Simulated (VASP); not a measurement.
# Ir (I4/mmm) in VASP: notebook

The runs below take Ir through single point, with PBE.

All numbers are computed with VASP 6.6.1; they aren't measurements. Logs are shortened: lines on timing, memory, paths and dates and some standing lists are left out, and cuts for length are marked.

### 1 The cell of the first run

Symmetry: I4/mmm, No. 139, tetragonal system. Conventional cell: a = 2.998 Å, b = 2.998 Å, c = 3.277 Å, α = 90.00°, β = 90.00°, γ = 90.00°. Ir (site symmetry 4/mmm) has 14 Ir at 2.68 to 3.28 Å within 3.5 Å.

### 2 Single point, PBE (14.73 Å³/atom)

The input, INCAR:

```
  PREC = Accurate
  ENCUT = 520
  EDIFF = 1E-6
  ISMEAR = 0
  SIGMA = 0.15
  LREAL = False
  LASPH = True
  NELM = 60
  ALGO = Normal
  ISIF = 2
  LWAVE = False
  LCHARG = False
  GGA = PE
  NBANDS = 10
```

The input, KPOINTS:

```
Automatic mesh
0
Gamma
  22 22 22
```

The input, POSCAR:

```
Ir
1.0
    0.0000000000      2.1197847763      1.6385936321
    2.1197847763      0.0000000000      1.6385936321
    2.1197847763      2.1197847763      0.0000000000
Ir
1
Direct
    0.0000000000      0.0000000000      0.0000000000
```

Potentials or basis: VASP PAW PBE potentials, release 64 (Ir).

Started as:

```bash
$ cat potpaw_PBE.64/Ir/POTCAR > POTCAR
$ mpirun -np 1 vasp_std > vasp.out
```

OUTCAR:

```text
PREC = Accurate
   ENCUT = 520
   EDIFF = 1E-6
   ISMEAR = 0
   LREAL = False
   LASPH = True
   NELM = 60
   ISIF = 2
   GGA = PE

 ion  position               nearest neighbor table
   1  0.000  0.000  0.000-

  LATTYP: Found a body centered tetragonal cell.
 ALAT       =     2.9978283800
 C/A-ratio  =     1.0931870837

  Lattice vectors:

 A1 = (   0.0000000000,  -2.1197847763,  -1.6385936321)
 A2 = (   0.0000000000,   2.1197847763,  -1.6385936321)
 A3 = (   2.1197847763,   0.0000000000,   1.6385936321)

Analysis of symmetry for initial positions (statically):
=====================================================================
 Subroutine PRICEL returns:
 Original cell was already a primitive cell.

 Routine SETGRP: Setting up the symmetry group for a
 body centered tetragonal supercell.

 Subroutine GETGRP returns: Found 16 space group operations
 (whereof 16 operations were pure point group operations)
 out of a pool of 16 trial point group operations.

The static configuration has the point symmetry D_4h.

Analysis of symmetry for dynamics (positions and initial velocities):
=====================================================================
 Subroutine PRICEL returns:
 Original cell was already a primitive cell.

 Routine SETGRP: Setting up the symmetry group for a
 body centered tetragonal supercell.

 Subroutine GETGRP returns: Found 16 space group operations
 (whereof 16 operations were pure point group operations)
 out of a pool of 16 trial point group operations.

The dynamic configuration has the point symmetry D_4h.

 Subroutine INISYM returns: Found 16 space group operations
 (whereof 16 operations are pure point group operations),
 and found     1 'primitive' translations

----------------------------------------------------------------------------------------

                                     Primitive cell

  volume of cell :      14.7260

  direct lattice vectors                    reciprocal lattice vectors
     0.000000000  2.119784776  1.638593632    -0.235873003  0.235873003  0.305139719
     2.119784776  0.000000000  1.638593632     0.235873003 -0.235873003  0.305139719
     2.119784776  2.119784776  0.000000000     0.235873003  0.235873003 -0.305139719

  length of vectors
     2.679267920  2.679267920  2.997828380     0.452086711  0.452086711  0.452086711

  position of ions in fractional coordinates (direct lattice)
     0.000000000  0.000000000  0.000000000

  ion indices of the primitive-cell ions
   primitive index   ion index
                 1           1

----------------------------------------------------------------------------------------

 KPOINTS: Automatic mesh

Automatic generation of k-mesh.
 Grid dimensions read from file:
 generate k-points for:   22   22   22

 Generating k-lattice:

  Cartesian coordinates                     Fractional coordinates (reciprocal lattice)
    -0.010721500  0.010721500  0.013869987     0.045454545  0.000000000  0.000000000
     0.010721500 -0.010721500  0.013869987     0.000000000  0.045454545  0.000000000
     0.010721500  0.010721500 -0.013869987     0.000000000  0.000000000  0.045454545

  Length of vectors
     0.020549396  0.020549396  0.020549396

  Shift w.r.t. Gamma in fractional coordinates (k-lattice)
     0.000000000  0.000000000  0.000000000

 Subroutine IBZKPT returns following result:
 ===========================================

 Found    834 irreducible k-points:

 Following reciprocal coordinates:
            Coordinates               Weight
  0.000000  0.000000  0.000000      1.000000
  0.045455 -0.000000  0.000000      8.000000
  0.090909 -0.000000  0.000000      8.000000
  0.136364  0.000000  0.000000      8.000000
  0.181818  0.000000  0.000000      8.000000
  0.227273 -0.000000  0.000000      8.000000
[... 16 lines left out ...]
  0.500000  0.045455  0.000000      8.000000
 -0.454545  0.045455  0.000000      8.000000
 [... further k-points ...]
   k-points           NKPTS =    834   k-points in BZ     NKDIM =    834   number of bands    NBANDS=     10
   number of dos      NEDOS =    301   number of ions     NIONS =      1
   total plane-waves  NPLWV =   9600
   dimension x,y,z NGX =    20 NGY =   20 NGZ =   24
   dimension x,y,z NGXF=    40 NGYF=   40 NGZF=   48
   ions per type =               1
   NGX,Y,Z   is equivalent  to a cutoff of  12.41, 12.41, 13.31 a.u.
   NGXF,Y,Z  is equivalent  to a cutoff of  24.82, 24.82, 26.62 a.u.
 SYSTEM =  unknown system
   PREC   = accura    normal or accurate (medium, high low for compatibility)
   ISTART =      0    job   : 0-new  1-cont  2-samecut
   ICHARG =      2    charge: 1-file 2-atom 10-const
   ISPIN  =      1    spin polarized calculation?
   LNONCOLLINEAR =      F non collinear calculations
   LSORBIT =      F    spin-orbit coupling
   LASPH  =      T    aspherical Exc in radial PAW
   ENCUT  =  520.0 eV  38.22 Ry    6.18 a.u.   4.98  4.98  5.57*2*pi/ulx,y,z
   NELM   =     60;   NELMIN=  2; NELMDL= -5     # of ELM steps
   EDIFF  = 0.1E-05   stopping-criterion for ELM
   LREAL  =      F    real-space projection
   EDIFFG = 0.1E-04   stopping-criterion for IOM
   NSW    =      0    number of steps for IOM
   IBRION =     -1    ionic relax: 0-MD 1-quasi-New 2-CG
   NFREE  =      0    steps in history (QN), initial steepest desc. (CG)
   ISIF   =      2    stress and relaxation
   ISYM   =      2    0-nonsym 1-usesym 2-fastsym
   POTIM  = 0.5000    time-step for ionic-motion
   TEBEG  =    0.0;   TEEND  =   0.0 temperature during run
   PSTRESS=    0.0 pullay stress
   NELECT =       9.0000    total number of electrons
   NUPDOWN=      -1.0000    fix difference up-down
   EMIN   =  10.00;   EMAX   =-10.00  energy-range for DOS
   EFERMI =   0.00;   METHOD = LEGACY
   ISMEAR =     0;   SIGMA  =   0.15  broadening in eV -4-tet -1-fermi 0-gaus
   EFERMI_NEDOS =   21; number of points for ismear=-14 and -15
   IALGO  =     38    algorithm
   IMIX   =      4    mixing-type and parameters
     AMIX     =   0.40;   BMIX     =  1.00
     AMIX_MAG =   1.60;   BMIX_MAG =  1.00
  volume/ion in A,a.u.               =      14.73        99.38
  Fermi-wavevector in a.u.,A,eV,Ry     =   1.389294  2.625384 26.261108  1.930137
  Thomas-Fermi vector in A             =   2.513338
   LORBIT       =      0    0 simple, 1 ext, 2 COOP (PROOUT), +10 PAW based schemes
   GGA     = PE    functional components
   LHFCALC =     F    Hartree Fock is set to
   AEXX    =    0.0000 exact exchange contribution
   IVDW    =     0    specifies the selected vdW correction
   LEPSILON=     F    determine dielectric tensor
   LRPA    =     F    only Hartree local field effects (RPA)
 non-spin polarized calculation
 Gauss-broadening in eV      SIGMA  =   0.15
  energy-cutoff  :      520.00
  volume of cell :       14.73
 maximum number of plane-waves:       418
   NGX =  9   NGY =  9   NGZ = 11

 number of electron       9.0000000 magnetization

 Free energy of the ion-electron system (eV)
  ---------------------------------------------------
  ext. energy  EPLUGINS =         0.00000000
  ---------------------------------------------------
  free energy    TOTEN  =        -8.35292868 eV

  energy without entropy =       -8.33271350  energy(sigma->0) =       -8.34282109

 E-fermi :   9.5200     XC(G=0): -13.7354

 val. band max:        9.5198183660   @ k =  -0.4091   0.4091   0.0000
 cond. band min:       9.5213053915   @ k =  -0.4091   0.4091   0.1818
 fundamental gap:      0.0014870255
 Fermi energy:         9.5199823261

 k-point     1 :       0.0000    0.0000    0.0000
  band No.  band energies     occupation
      1      -0.9596      2.00000
      2       5.7639      2.00000
      3       5.7639      2.00000
      4       6.5600      2.00000
      5       8.2008      2.00000
      6       9.4690      1.36921
      7      25.3452      0.00000
      8      27.1152      0.00000
      9      27.1152      0.00000
     10      36.2319      0.00000

 k-point     2 :       0.0455   -0.0000    0.0000
  band No.  band energies     occupation
      1      -0.8683      2.00000
      2       5.7651      2.00000
      3       5.7891      2.00000
      4       6.5736      2.00000
      5       8.1685      2.00000
      6       9.4408      1.54461
      7      25.4718      0.00000
      8      27.1513      0.00000
      9      27.2554      0.00000
     10      34.6758      0.00000

 k-point     3 :       0.0909   -0.0000    0.0000
  band No.  band energies     occupation
      1      -0.6004      2.00000
      2       5.7627      2.00000
      3       5.8154      2.00000
      4       6.6668      2.00000
      5       8.0857      2.00000
      6       9.3697      1.84345
      7      25.8062      0.00000
      8      27.1829      0.00000
      9      27.6692      0.00000
     10      33.4004      0.00000

 k-point     4 :       0.1364    0.0000    0.0000
  band No.  band energies     occupation
      1      -0.1744      2.00000
      2       5.7440      2.00000
      3       5.7516      2.00000
      4       6.9377      2.00000
      5       7.9933      2.00000
      6       9.2853      1.97308
      7      26.2004      0.00000
      8      26.9814      0.00000
      9      28.3363      0.00000
     10      32.6524      0.00000
[... 222 lines left out ...]
 k-point    22 :       0.4545    0.0455    0.0000
  band No.  band energies     occupation
      1       2.1887      2.00000
      2       4.6519      2.00000
      3       8.0485      2.00000
      4       8.0854      2.00000
      5      10.2556      0.00000
      6      11.3431      0.00000
      7      17.6172      0.00000
      8      23.2540      0.00000
      9      27.1202      0.00000
     10      33.0768      0.00000

 k-point    23 :       0.5000    0.0455    0.0000
  band No.  band energies     occupation
      1       2.1786      2.00000
      2       4.6160      2.00000
      3       7.9038      2.00000
      4       8.5175      2.00000
      5      10.4592      0.00000
      6      11.4944      0.00000
      7      17.0641      0.00000
      8      23.1070      0.00000
      9      26.8758      0.00000
     10      32.7688      0.00000

 k-point    24 :      -0.4545    0.0455    0.0000
  band No.  band energies     occupation
      1       2.1859      2.00000
      2       4.6368      2.00000
      3       7.7063      2.00000
      4       8.6645      2.00000
      5      10.2251      0.00000
      6      11.3110      0.00000
      7      17.4502      0.00000
      8      23.1841      0.00000
      9      27.1907      0.00000
     10      32.7277      0.00000

 [... further k-points ...]
[... 5 lines left out ...]
  --------------------------------------------------------------------------------------
  -------------------------------------------------------------------------------------
  Total       -0.8182268     -0.8182268      2.9789615      0.0000000      0.0000000     -0.0000000
  in kB      -89.0224382    -89.0224382    324.1086864      0.0000000      0.0000000     -0.0000000
  external PRESSURE =      48.6879367 kB  Pullay stress =       0.0000000 kB

 VOLUME and BASIS-vectors are now :
 -----------------------------------------------------------------------------
  energy-cutoff  :      520.00
  volume of cell :       14.73
      direct lattice vectors                 reciprocal lattice vectors
     0.000000000  2.119784776  1.638593632    -0.235873003  0.235873003  0.305139719
     2.119784776  0.000000000  1.638593632     0.235873003 -0.235873003  0.305139719
     2.119784776  2.119784776  0.000000000     0.235873003  0.235873003 -0.305139719

 POSITION                                       TOTAL-FORCE (eV/Angst)
 -----------------------------------------------------------------------------------
      0.00000      0.00000      0.00000         0.000000      0.000000      0.000000
 -----------------------------------------------------------------------------------
    total drift:                                0.000000     -0.000000      0.000000

  FREE ENERGIE OF THE ION-ELECTRON SYSTEM (eV)
  ---------------------------------------------------
  free  energy   TOTEN  =        -8.3529286772 eV

  energy  without entropy=       -8.3327134987  energy(sigma->0) =       -8.34282109
```

It took 39 s on 1 thread of Intel Xeon 6975P-C (Granite Rapids), shared host; peak memory 0.24 GiB.

Results:

* Free energy: -8.3529 eV
* Pressure: 4.9 GPa
* Band gap on the k mesh: zero (an odd number of electrons rules out a gap without spin polarisation)

Stress tensor (GPa, compression positive):
```
-8.90  0.00  0.00
 0.00 -8.90  0.00
 0.00  0.00 32.41
```

Caveat: the stress differs along the axes, from -9 to 32 GPa; spin-orbit coupling is left out, which moves the levels of the heavy elements.

### 3 Single point, PBE (14.73 Å³/atom)

The input, INCAR:

```
SYSTEM = Ir
PREC = Accurate ; ENCUT = 520
EDIFF = 1E-6 ; ISMEAR = 0
SIGMA = 0.15 ; LREAL = .False.
LASPH = .True. ; NELM = 100
ALGO = Normal ; ISIF = 2
LWAVE = .False. ; LCHARG = .False.
GGA = PE ; NBANDS = 10
```

The input, KPOINTS:

```
regular mesh
0
Gamma
  22 22 22
  0 0 0
```

The input, POSCAR:

```
Ir
1.0
    0.0000000000      1.8797771566      2.0837329781
    1.8797771566      0.0000000000      2.0837329781
    1.8797771566      1.8797771566      0.0000000000
Ir
1
Direct
    0.0000000000      0.0000000000      0.0000000000
```

Potentials or basis: VASP PAW PBE potentials, release 64 (Ir).

Started as:

```bash
$ cat potpaw_PBE.64/Ir/POTCAR > POTCAR
$ mpirun -np 1 vasp_std > vasp.out
```

It took 31 s on 1 thread of Intel Xeon 6975P-C (Granite Rapids), shared host; peak memory 0.25 GiB.

It converged, with:

| Quantity | Value |
| --- | --- |
| Free energy | -8.7395 eV |
| Pressure | -2.2 GPa |
| Band gap on the k mesh | zero (an odd number of electrons rules out a gap without spin polarisation) |

Stress tensor (GPa, compression positive):
```
  9.37   0.00   0.00
  0.00   9.37   0.00
  0.00   0.00 -25.30
```

Levels at points of the mesh, in eV from the Fermi level:
```tsv
k point	band 1	band 2	band 3	band 4	band 5	band 6	band 7	band 8	band 9
(0.00, 0.00, 0.00)	-10.65	-4.46	-3.09	-3.09	-2.04	-0.26	14.62	17.92	20.81
(0.50, 0.00, 0.00)	-7.63	-4.33	-3.03	-0.58	0.57	1.13	7.02	13.70	18.97
(0.50, 0.50, 0.00)	-7.53	-6.85	0.45	1.00	1.31	1.31	8.25	12.85	12.85
(0.50, 0.00, 0.50)	-7.38	-6.81	0.63	0.71	2.12	2.49	10.57	11.02	11.52
```

Caveat: the stress differs along the axes, from -25 to 9 GPa; spin-orbit coupling is left out, which moves the levels of the heavy elements.

### 4 Single point, PBE (15.42 Å³/atom)

This run uses another cell than the first one, of 15.42 Å³/atom.

The input, INCAR:

```
SYSTEM = Ir
PREC     = Accurate       ! precision mode
ENCUT    = 520            ! plane-wave cutoff, eV
EDIFF    = 1E-6           ! SCF threshold, eV
ISMEAR   = 0              ! smearing method
SIGMA    = 0.15           ! smearing width, eV
LREAL    = .False.        ! projectors in reciprocal space
LASPH    = .True.         ! aspherical terms in the spheres
NELM     = 80             ! most SCF steps
ALGO     = Normal         ! electronic algorithm
ISIF     = 2              ! what is computed and relaxed
LWAVE    = .False.        ! write WAVECAR
LCHARG   = .False.        ! write CHGCAR
GGA      = PE             ! functional
NBANDS   = 10             ! bands
```

KPOINTS is that of step 3.

The input, POSCAR:

```
Ir
1.0
    0.0000000000      1.8764915613      2.1898656520
    1.8764915613      0.0000000000      2.1898656520
    1.8764915613      1.8764915613      0.0000000000
Ir
1
Direct
    0.0000000000      0.0000000000      0.0000000000
```

Started as:

```bash
$ cat potpaw_PBE.64/Ir/POTCAR > POTCAR
$ mpirun -np 1 vasp_std > vasp.out
```

Wall time 1.7 min (1 thread of Intel Xeon 8259CL, shared host); peak memory 0.25 GiB.

The run converged. Its results:

```yaml
Free_energy: -8.5800 eV
Pressure: -12.7 GPa
Band_gap_on_the_k_mesh: zero (an odd number of electrons rules out a gap without spin polarisation)
```

Stress tensor (GPa, compression positive):
```
  1.25   0.00   0.00
  0.00   1.25   0.00
  0.00   0.00 -40.63
```

Levels at points of the mesh, in eV from the Fermi level:
```
           k point  band 2  band 3  band 4  band 5  band 6  band 7
(0.00, 0.00, 0.00)   -4.56   -2.56   -2.56   -2.39    0.11   14.88
(0.50, 0.00, 0.00)   -4.31   -2.51   -0.42    0.43    1.08    6.72
(0.50, 0.50, 0.00)   -6.43   -0.02    1.03    1.14    1.14    6.94
(0.50, 0.00, 0.50)   -6.26    0.26    0.41    2.32    2.86   10.10
```

Caveat: the stress differs along the axes, from -41 to 1 GPa; spin-orbit coupling is left out, which moves the levels of the heavy elements.

### 5 Overview

```tsv
cell	gap on the mesh (eV)	pressure (GPa)
a = 2.679, b = 2.679, c = 2.998 Å, angles 56.0, 56.0, 68.0°, 1 atom	none	4.9
a = 2.806, b = 2.806, c = 2.658 Å, angles 61.7, 61.7, 56.5°, 1 atom	none	-2.2
a = 2.884, b = 2.884, c = 2.654 Å, angles 62.6, 62.6, 54.8°, 1 atom	none	-12.7
```

Alike in all rows: task single point; level PBE; potentials or basis VASP PAW PBE potentials, release 64 (Ir); no spin polarisation; k mesh 22 × 22 × 22; cutoff (eV) 520; smearing gaussian 0.15 eV.

Caveats: spin-orbit coupling is left out, which moves the levels of the heavy elements; the stress differs along the axes, from -9 to 32 GPa (at least some runs); the stress differs along the axes, from -25 to 9 GPa (at least some runs); the stress differs along the axes, from -41 to 1 GPa (at least some runs).

Absolute energies hang on the potentials; compare differences alone.
